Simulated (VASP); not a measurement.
A run of VASP 6.6.1 is set up as follows.

INCAR

```
SYSTEM = Rb
ALGO = Normal
EDIFF = 1E-6
ENCUT = 520
GGA = PE
ISIF = 2
ISMEAR = 0
LASPH = .TRUE.
LCHARG = .FALSE.
LREAL = .FALSE.
LWAVE = .FALSE.
NBANDS = 10
NELM = 100
PREC = Accurate
SIGMA = 0.1
```

The input KPOINTS:

```
k-points
0
G
  10 10 10
  0 0 0
```

File POSCAR:

```
Rb
1.0
   -2.9044479990      2.9044479990      2.6975767181
    2.9044479990     -2.9044479990      2.6975767181
    2.9044479990      2.9044479990     -2.6975767181
Rb
1
Direct
    0.0000000000      0.0000000000      0.0000000000
```

Potentials or basis: VASP PAW PBE potentials, release 64 (Rb_sv).

Run with:

```bash
$ cat potpaw_PBE.64/Rb_sv/POTCAR > POTCAR
$ mpirun -np 1 vasp_std > vasp.out
```

(1) Estimate the pressure.

## Answers

(1) 0.0 GPa.
